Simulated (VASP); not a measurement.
# Al17N15 (a cell with a defect) in VASP: further runs

Aim: see how the results for Al17N15 (a cell with a defect) move with the level of theory and the settings. Levels: LDA, PBE, r2SCAN. Tasks: single point.

Everything below comes from runs of VASP 6.6.1. Logs are shortened: lines on timing, memory, paths and dates and some standing lists are left out, and cuts for length are marked.

**1. The cell of the first run**

The cell holds a defect, 32 atoms: a = 6.260 Å, b = 6.260 Å, c = 10.036 Å, α = 90.00°, β = 90.00°, γ = 120.00°.

**2. Single point, LDA**

INCAR reads:

```
  ALGO = Normal
  EDIFF = 1E-6
  ENCUT = 520
  GGA = CA
  GGA_COMPAT = False
  ISIF = 2
  ISMEAR = -1
  LASPH = True
  LCHARG = False
  LREAL = Auto
  LWAVE = False
  NBANDS = 85
  NELECT = 128.0
  NELM = 120
  PREC = Accurate
  SIGMA = 0.01
```

KPOINTS reads:

```
Automatic mesh
0
Gamma
  1 1 1
  0.25 0.25 0.25
```

POSCAR reads:

```
Al17N15
1.0
    6.2604124029      0.0000000578      0.0000000000
   -3.1302062515      5.4216761502      0.0000000000
    0.0000000000      0.0000000000     10.0361163407
Al N
17 15
Direct
    0.3372831771      0.1632900690      0.2553927567
    0.1681720677      0.3334208508      0.5009090680
    0.3309754638      0.1711614174      0.7582881645
    0.1674833620      0.3336906187      1.0100678755
    0.3374283742      0.6732714464      0.2542819475
    0.1986251228      0.8510469279      0.5154590177
    0.3303225919      0.6624626359      0.7576919200
    0.1731226373      0.8366306373      0.9931594875
    0.8277150542      0.1638339706      0.2540952880
    0.6527859208      0.3047072430      0.5152092806
    0.8390985069      0.1713548023      0.7578832168
    0.6640196694      0.3276501759      0.9933078936
    0.8328103324      0.6679970741      0.1868915431
    0.6505623242      0.8508412434      0.5148356476
    0.8338816881      0.6700355306      0.4164738539
    0.8331656068      0.6692127084      0.6700238734
    0.6627426569      0.8382587204      0.9930452046
    0.3348767644      0.1690690368      0.4453592936
    0.1687014487      0.3324341590      0.1976380802
    0.3283680499      0.1722108867      0.9435002087
    0.1676179595      0.3336938623      0.6921500911
    0.3328474328      0.6711656485      0.4434180403
    0.1888645698      0.8418063505      0.1783642038
    0.3270319908      0.6583232187      0.9419857691
    0.1812021536      0.8413805170      0.7083234127
    0.8305410722      0.1682807993      0.4431503277
    0.6587143486      0.3121587591      0.1785381270
    0.8426294512      0.1740466490      0.9422416616
    0.6608023851      0.3209445822      0.7083114916
    0.6572297426      0.8435663659      0.1784015716
    0.8315614063      0.6690941532      0.9707990089
    0.6604428930      0.8414179144      0.7070954208
```

Potentials or basis: VASP PAW LDA potentials, release 64 (Al, N).

Launch:

```console
$ cat potpaw_LDA.64/Al/POTCAR potpaw_LDA.64/N/POTCAR > POTCAR
$ mpirun -np 1 vasp_std > vasp.out
```

OUTCAR:

```text
EDIFF = 1E-6
   ENCUT = 520
   GGA = CA
   ISIF = 2
   ISMEAR = -1
   LASPH = True
   LREAL = Auto
   NELECT = 128.0
   NELM = 120
   PREC = Accurate

 ion  position               nearest neighbor table
   1  0.337  0.163  0.255-  18 1.91  27 1.91  23 1.91  19 1.92   5 3.07   9 3.07   2 3.07   4 3.08
                             6 3.11  10 3.12  12 3.17   8 3.17   9 3.19   5 3.19  13 3.20  13 3.21
   2  0.168  0.333  0.501-  18 1.88  21 1.92  22 1.92  26 1.92   1 3.07   5 3.09   9 3.09   6 3.12
                             3 3.13  10 3.13   7 3.13  11 3.14  14 3.14  14 3.14  10 3.14   6 3.15
   3  0.331  0.171  0.758-  20 1.86  25 1.86  29 1.86  21 1.89  12 2.97   8 2.97   6 3.00  10 3.00
                             7 3.08  11 3.08   4 3.08   2 3.13  11 3.18   7 3.18  16 3.25  16 3.25
   4  0.167  0.334  0.010-  20 1.87  19 1.88  24 1.89  28 1.89   9 3.06   5 3.07   1 3.08   3 3.08
                            11 3.09   7 3.10  12 3.13   8 3.13  17 3.13   8 3.14  17 3.14  12 3.14
   5  0.337  0.673  0.254-  23 1.88  30 1.89  22 1.90  19 1.93   4 3.07   1 3.07   9 3.07   2 3.09
                            14 3.12   6 3.14  17 3.16   8 3.17   9 3.19  13 3.19   1 3.19  13 3.21
   6  0.199  0.851  0.515-  22 1.86  18 1.87  25 1.94  15 2.21  16 2.52  14 2.83  10 2.84   7 2.99
                             3 3.00   1 3.11   2 3.12   5 3.14   2 3.15
   7  0.330  0.662  0.758-  25 1.85  24 1.85  32 1.86  21 1.90   8 2.97  17 2.97   6 2.99  14 3.00
                            11 3.07   3 3.08   4 3.10   2 3.13   3 3.18  11 3.19  16 3.25  16 3.25
   8  0.173  0.837  0.993-  23 1.86  31 1.87  24 1.87  20 1.89  13 2.68   7 2.97   3 2.97  17 3.06
                            12 3.07   4 3.13   4 3.14   5 3.17   1 3.17  12 3.19  17 3.20
   9  0.828  0.164  0.254-  27 1.88  30 1.90  26 1.90  19 1.93   4 3.06   1 3.07   5 3.07   2 3.09
                            14 3.12  10 3.13  17 3.16  12 3.16   5 3.19   1 3.19  13 3.19  13 3.21
  10  0.653  0.305  0.515-  26 1.86  18 1.87  29 1.94  15 2.21  16 2.51  14 2.83   6 2.84  11 2.99
                             3 3.00   1 3.12   2 3.13   9 3.13   2 3.14
  11  0.839  0.171  0.758-  29 1.85  28 1.85  32 1.86  21 1.90  12 2.97  17 2.97  10 2.99  14 3.00
                             7 3.07   3 3.08   4 3.09   2 3.14   3 3.18   7 3.19  16 3.25  16 3.26
  12  0.664  0.328  0.993-  27 1.86  31 1.87  28 1.87  20 1.89  13 2.68  11 2.97   3 2.97  17 3.06
                             8 3.07   4 3.13   4 3.14   9 3.16   1 3.17   8 3.19  17 3.20
  13  0.833  0.668  0.187-  30 1.91  27 1.93  23 1.93  31 2.17  15 2.30  12 2.68   8 2.68  17 2.68
                             5 3.19   9 3.19   1 3.20   1 3.21   9 3.21   5 3.21
  14  0.651  0.851  0.515-  26 1.87  22 1.87  32 1.93  15 2.21  16 2.52   6 2.83  10 2.83   7 3.00
                            11 3.00   5 3.12   9 3.12   2 3.14   2 3.14
  15  0.834  0.670  0.416-  14 2.21   6 2.21  10 2.21  13 2.30  16 2.54
  16  0.833  0.669  0.670-  32 1.91  25 1.93  29 1.93  10 2.51  14 2.52   6 2.52  15 2.54  11 3.25
                             7 3.25   3 3.25   3 3.25   7 3.25  11 3.26
  17  0.663  0.838  0.993-  31 1.85  30 1.86  28 1.89  24 1.89  13 2.68   7 2.97  11 2.97  12 3.06
                             8 3.06   4 3.13   4 3.14   9 3.16   5 3.16   8 3.20  12 3.20
  18  0.335  0.169  0.445-  10 1.87   6 1.87   2 1.88   1 1.91
  19  0.169  0.332  0.198-   4 1.88   1 1.92   5 1.93   9 1.93
  20  0.328  0.172  0.944-   3 1.86   4 1.87   8 1.89  12 1.89
  21  0.168  0.334  0.692-   3 1.89  11 1.90   7 1.90   2 1.92
  22  0.333  0.671  0.443-   6 1.86  14 1.87   5 1.90   2 1.92
  23  0.189  0.842  0.178-   8 1.86   5 1.88   1 1.91  13 1.93
  24  0.327  0.658  0.942-   7 1.85   8 1.87   4 1.89  17 1.89
  25  0.181  0.841  0.708-   7 1.85   3 1.86  16 1.93   6 1.94
  26  0.831  0.168  0.443-  10 1.86  14 1.87   9 1.90   2 1.92
  27  0.659  0.312  0.179-  12 1.86   9 1.88   1 1.91  13 1.93
  28  0.843  0.174  0.942-  11 1.85  12 1.87   4 1.89  17 1.89
  29  0.661  0.321  0.708-  11 1.85   3 1.86  16 1.93  10 1.94
  30  0.657  0.844  0.178-  17 1.86   5 1.89   9 1.90  13 1.91
  31  0.832  0.669  0.971-  17 1.85  12 1.87   8 1.87  13 2.17
  32  0.660  0.841  0.707-  11 1.86   7 1.86  16 1.91  14 1.93

  LATTYP: Found a hexagonal cell.
 ALAT       =     6.2604124029
 C/A-ratio  =     1.6031078617

  Lattice vectors:

 A1 = (   6.2604124029,   0.0000000578,   0.0000000000)
 A2 = (  -3.1302062515,   5.4216761502,   0.0000000000)
 A3 = (   0.0000000000,   0.0000000000,  10.0361163407)

Analysis of symmetry for initial positions (statically):
=====================================================================
 Subroutine PRICEL returns:
 Original cell was already a primitive cell.

 Routine SETGRP: Setting up the symmetry group for a
 hexagonal supercell.

 Subroutine GETGRP returns: Found  1 space group operations
 (whereof  1 operations were pure point group operations)
 out of a pool of 24 trial point group operations.

The static configuration has the point symmetry C_1 .

Analysis of symmetry for dynamics (positions and initial velocities):
=====================================================================
 Subroutine PRICEL returns:
 Original cell was already a primitive cell.

 Routine SETGRP: Setting up the symmetry group for a
 hexagonal supercell.
[... 113 lines left out ...]
     0.250000000  0.250000000  0.250000000

 Subroutine IBZKPT returns following result:
 ===========================================

 Found      6 irreducible k-points:

 Following reciprocal coordinates:
            Coordinates               Weight
  0.250000  0.250000  0.250000      2.000000
 -0.250000  0.500000  0.250000      2.000000
  0.500000  0.250000  0.250000      2.000000
 -0.250000 -0.250000  0.250000      2.000000
  0.250000  0.500000  0.250000      2.000000
  0.500000 -0.250000  0.250000      2.000000
   k-points           NKPTS =      6   k-points in BZ     NKDIM =      6   number of bands    NBANDS=     85
   number of dos      NEDOS =    301   number of ions     NIONS =     32
   total plane-waves  NPLWV = 184320
   dimension x,y,z NGX =    48 NGY =   48 NGZ =   80
   dimension x,y,z NGXF=    96 NGYF=   96 NGZF=  160
   ions per type =              17  15
   NGX,Y,Z   is equivalent  to a cutoff of  12.75, 12.75, 13.25 a.u.
   NGXF,Y,Z  is equivalent  to a cutoff of  25.49, 25.49, 26.50 a.u.
 SYSTEM =  unknown system
   PREC   = accura    normal or accurate (medium, high low for compatibility)
   ISTART =      0    job   : 0-new  1-cont  2-samecut
   ICHARG =      2    charge: 1-file 2-atom 10-const
   ISPIN  =      1    spin polarized calculation?
   LNONCOLLINEAR =      F non collinear calculations
   LSORBIT =      F    spin-orbit coupling
   LASPH  =      T    aspherical Exc in radial PAW
   ENCUT  =  520.0 eV  38.22 Ry    6.18 a.u.  11.64 11.64 18.66*2*pi/ulx,y,z
   NELM   =    120;   NELMIN=  2; NELMDL= -5     # of ELM steps
   EDIFF  = 0.1E-05   stopping-criterion for ELM
   LREAL  =      T    real-space projection
   EDIFFG = 0.1E-04   stopping-criterion for IOM
   NSW    =      0    number of steps for IOM
   IBRION =     -1    ionic relax: 0-MD 1-quasi-New 2-CG
   NFREE  =      0    steps in history (QN), initial steepest desc. (CG)
   ISIF   =      2    stress and relaxation
   ISYM   =      2    0-nonsym 1-usesym 2-fastsym
   POTIM  = 0.5000    time-step for ionic-motion
   TEBEG  =    0.0;   TEEND  =   0.0 temperature during run
   PSTRESS=    0.0 pullay stress
   NELECT =     128.0000    total number of electrons
   NUPDOWN=      -1.0000    fix difference up-down
   EMIN   =  10.00;   EMAX   =-10.00  energy-range for DOS
   EFERMI =   0.00;   METHOD = LEGACY
   ISMEAR =    -1;   SIGMA  =   0.01  broadening in eV -4-tet -1-fermi 0-gaus
   EFERMI_NEDOS =   21; number of points for ismear=-14 and -15
   IALGO  =     38    algorithm
   IMIX   =      4    mixing-type and parameters
     AMIX     =   0.40;   BMIX     =  1.00
     AMIX_MAG =   1.60;   BMIX_MAG =  1.00
  volume/ion in A,a.u.               =      10.65        71.84
  Fermi-wavevector in a.u.,A,eV,Ry     =   1.181347  2.232422 18.988023  1.395580
  Thomas-Fermi vector in A             =   2.317622
   LORBIT       =      0    0 simple, 1 ext, 2 COOP (PROOUT), +10 PAW based schemes
   GGA     = CA    functional components
   LHFCALC =     F    Hartree Fock is set to
   AEXX    =    0.0000 exact exchange contribution
   IVDW    =     0    specifies the selected vdW correction
   LEPSILON=     F    determine dielectric tensor
   LRPA    =     F    only Hartree local field effects (RPA)
 non-spin polarized calculation
  energy-cutoff  :      520.00
  volume of cell :      340.65
 maximum number of plane-waves:      9150
 NGX is ok and might be reduce to    48
   NGX = 23   NGY = 23   NGZ = 37

 number of electron     128.0000002 magnetization

 Free energy of the ion-electron system (eV)
  ---------------------------------------------------
  ext. energy  EPLUGINS =         0.00000000
  ---------------------------------------------------
  free energy    TOTEN  =      -231.03189728 eV

  energy without entropy =     -231.03189728  energy(sigma->0) =     -231.03189728

 E-fermi :   9.1994     XC(G=0): -11.2969

 val. band max:        8.9230372089   @ k =  -0.2500  -0.2500   0.2500
 cond. band min:      10.5688132186   @ k =   0.5000  -0.2500   0.2500
 fundamental gap:      1.6457760097
 Fermi energy:         9.1994205627

 k-point     1 :       0.2500    0.2500    0.2500
  band No.  band energies     occupation
      1      -8.7636      2.00000
      2      -8.2257      2.00000
      3      -8.1840      2.00000
      4      -7.9080      2.00000
      5      -7.6865      2.00000
      6      -7.5816      2.00000
[... 463 lines left out ...]
     75      12.7495      0.00000
     76      12.8529      0.00000
 [bands above 76 left out]

------------------------ aborting loop because EDIFF is reached ----------------------------------------

  FORCE on cell =-STRESS in cart. coord.  units (eV):
  Direction    XX          YY          ZZ          XY          YZ          ZX
  --------------------------------------------------------------------------------------
  -------------------------------------------------------------------------------------
  Total       31.9107216     29.4637489     40.5721877     -2.0034774      0.3395685     -0.4535497
  in kB      150.0876653    138.5786678    190.8256730     -9.4230788      1.5971135     -2.1332081
  external PRESSURE =     159.8306687 kB  Pullay stress =       0.0000000 kB

 VOLUME and BASIS-vectors are now :
 -----------------------------------------------------------------------------
  energy-cutoff  :      520.00
  volume of cell :      340.65
      direct lattice vectors                 reciprocal lattice vectors
     6.260412403  0.000000058  0.000000000     0.159733885  0.092222403  0.000000000
    -3.130206252  5.421676150  0.000000000    -0.000000002  0.184444804  0.000000000
     0.000000000  0.000000000 10.036116341     0.000000000  0.000000000  0.099640136

 POSITION                                       TOTAL-FORCE (eV/Angst)
 -----------------------------------------------------------------------------------
      1.60040      0.88531      2.56315         0.123397     -0.069585     -0.104502
      0.00915      1.80770      5.02718        -0.313472      0.179238     -0.004586
      1.53627      0.92798      7.61027         0.136619     -0.085409      0.099723
      0.00399      1.80916      0.10104        -0.121715      0.067972     -0.024633
      0.00496      3.65026      2.55200         0.059160     -0.049527      0.027867
     -1.42048      4.61410      5.17321        -0.064608      0.053250      0.038663
[... 24 lines left out ...]
      3.11151      3.62761      9.74305         0.273639     -0.147979      0.204759
      1.50083      4.56190      7.09649        -0.194341      0.102738      0.032519
 -----------------------------------------------------------------------------------
    total drift:                               -0.000478      0.000188     -0.006998

  FREE ENERGIE OF THE ION-ELECTRON SYSTEM (eV)
  ---------------------------------------------------
  free  energy   TOTEN  =      -231.0318972792 eV

  energy  without entropy=     -231.0318972792  energy(sigma->0) =     -231.03189728
```

Wall time 10 min (1 thread of Intel Xeon 8259CL, shared host); peak memory 0.39 GiB.

Results:

```yaml
Free_energy: -231.0319 eV
Largest_force: 0.375 eV/Å
```

Forces in eV/Å, atoms in the order of the input:
```
Al   0.123 -0.070 -0.105
Al  -0.313  0.179 -0.005
Al   0.137 -0.085  0.100
Al  -0.122  0.068 -0.025
Al   0.059 -0.050  0.028
Al  -0.065  0.053  0.039
Al   0.117 -0.011  0.016
Al  -0.144  0.064  0.047
Al   0.083 -0.042  0.030
Al  -0.090  0.031  0.035
Al   0.068 -0.098  0.018
Al  -0.130  0.089  0.049
Al   0.209 -0.119 -0.054
Al  -0.106  0.053 -0.058
Al   0.031 -0.035  0.076
Al   0.139 -0.086  0.026
Al  -0.123  0.067  0.014
N    0.283 -0.190 -0.157
N   -0.118  0.062 -0.011
N    0.133 -0.054 -0.172
N   -0.128  0.090  0.002
N    0.178 -0.103  0.115
N   -0.225  0.163 -0.011
N    0.203 -0.034  0.065
N   -0.094  0.078 -0.198
N    0.174 -0.069  0.136
N   -0.235  0.109 -0.023
N    0.135 -0.158  0.047
N   -0.127  0.051 -0.206
N   -0.132  0.091 -0.057
N    0.274 -0.148  0.205
N   -0.194  0.103  0.033
```

Levels at points of the mesh, in eV from the Fermi level:
```tsv
k point	band 61	band 62	band 63	band 64	band 65	band 66	band 67	band 68
(0.25, 0.25, 0.25)	-3.29	-1.00	-0.81	-0.28	1.38	2.03	2.50	2.61
```

Caveat: the k points lie up to 0.58 Å⁻¹ apart; the cell carries a net charge on a neutralising background, which shifts energy and pressure; the cell is charged against a uniform background, so pressure and absolute levels hang on convention.

**3. Single point, PBE**

INCAR reads:

```
SYSTEM = Al17N15
  PREC = Accurate
  ENCUT = 520
  EDIFF = 1E-6
  ISMEAR = -1
  SIGMA = 0.01
  LREAL = Auto
  LASPH = .True.
  NELM = 120
  ALGO = Normal
  ISIF = 2
  LWAVE = .False.
  LCHARG = .False.
  GGA = PE
  NELECT = 128.0
  NBANDS = 85
  GGA_COMPAT = .False.
```

KPOINTS is that of step 2.

POSCAR is that of step 2.

Potentials or basis: VASP PAW PBE potentials, release 64 (Al, N).

Launch:

```console
$ cat potpaw_PBE.64/Al/POTCAR potpaw_PBE.64/N/POTCAR > POTCAR
$ mpirun -np 1 vasp_std > vasp.out
```

OUTCAR:

```text
SYSTEM = Al17N15
   PREC = Accurate
   ENCUT = 520
   EDIFF = 1E-6
   ISMEAR = -1
   LREAL = Auto
   LASPH = .True.
   NELM = 120
   ISIF = 2
   GGA = PE
   NELECT = 128.0

 ion  position               nearest neighbor table
   1  0.337  0.163  0.255-  18 1.91  27 1.91  23 1.91  19 1.92   5 3.07   9 3.07   2 3.07   4 3.08
                             6 3.11  10 3.12  12 3.17   8 3.17   9 3.19   5 3.19  13 3.20  13 3.21
   2  0.168  0.333  0.501-  18 1.88  21 1.92  22 1.92  26 1.92   1 3.07   5 3.09   9 3.09   6 3.12
                             3 3.13  10 3.13   7 3.13  11 3.14  14 3.14  14 3.14  10 3.14   6 3.15
   3  0.331  0.171  0.758-  20 1.86  25 1.86  29 1.86  21 1.89  12 2.97   8 2.97   6 3.00  10 3.00
                             7 3.08  11 3.08   4 3.08   2 3.13  11 3.18   7 3.18  16 3.25  16 3.25
[... 758 lines left out ...]
  external PRESSURE =     235.2858750 kB  Pullay stress =       0.0000000 kB

 VOLUME and BASIS-vectors are now :
 -----------------------------------------------------------------------------
  energy-cutoff  :      520.00
  volume of cell :      340.65
      direct lattice vectors                 reciprocal lattice vectors
     6.260412403  0.000000058  0.000000000     0.159733885  0.092222403  0.000000000
    -3.130206252  5.421676150  0.000000000    -0.000000002  0.184444804  0.000000000
     0.000000000  0.000000000 10.036116341     0.000000000  0.000000000  0.099640136

 POSITION                                       TOTAL-FORCE (eV/Angst)
 -----------------------------------------------------------------------------------
      1.60040      0.88531      2.56315         0.123004     -0.070011     -0.076082
      0.00915      1.80770      5.02718        -0.321816      0.182330     -0.003347
      1.53627      0.92798      7.61027         0.100955     -0.063561      0.058278
      0.00399      1.80916      0.10104        -0.126466      0.068637     -0.000749
      0.00496      3.65026      2.55200         0.066305     -0.062053      0.052520
     -1.42048      4.61410      5.17321        -0.078059      0.047635      0.045166
[... 24 lines left out ...]
      3.11151      3.62761      9.74305         0.278020     -0.150439     -0.009237
      1.50083      4.56190      7.09649        -0.161124      0.083198      0.143830
 -----------------------------------------------------------------------------------
    total drift:                               -0.010451      0.014374      0.019577

  FREE ENERGIE OF THE ION-ELECTRON SYSTEM (eV)
  ---------------------------------------------------
  free  energy   TOTEN  =      -206.2361418898 eV

  energy  without entropy=     -206.2361418898  energy(sigma->0) =     -206.23614189
```

Run time: 9.1 min. Hardware: 1 thread of Intel Xeon 8259CL, shared host; peak memory 0.47 GiB.

What came out:

* Free energy: -206.2361 eV
* Largest force: 0.370 eV/Å

Forces on the atoms (eV/Å):
```
Al   0.123 -0.070 -0.076
Al  -0.322  0.182 -0.003
Al   0.101 -0.064  0.058
Al  -0.126  0.069 -0.001
Al   0.066 -0.062  0.053
Al  -0.078  0.048  0.045
Al   0.120 -0.055 -0.029
Al  -0.134  0.074  0.005
Al   0.098 -0.040  0.054
Al  -0.090  0.041  0.041
Al   0.108 -0.077 -0.027
Al  -0.134  0.077  0.006
Al   0.215 -0.123  0.002
Al  -0.099  0.048 -0.053
Al   0.030 -0.031 -0.026
Al   0.140 -0.085  0.011
Al  -0.146  0.080 -0.027
N    0.254 -0.172 -0.189
N   -0.119  0.062  0.014
N    0.123 -0.049 -0.162
N   -0.130  0.091  0.002
N    0.176 -0.149  0.086
N   -0.201  0.179  0.029
N    0.207 -0.053  0.076
N   -0.134  0.056 -0.092
N    0.213 -0.045  0.107
N   -0.238  0.080  0.018
N    0.153 -0.152  0.059
N   -0.129  0.097 -0.101
N   -0.163  0.109 -0.016
N    0.278 -0.150 -0.009
N   -0.161  0.083  0.144
```

Caveat: the k points lie up to 0.58 Å⁻¹ apart; the cell carries a net charge on a neutralising background, which shifts energy and pressure; the cell is charged against a uniform background, so pressure and absolute levels hang on convention.

(Part 1 of 2 ends here.)
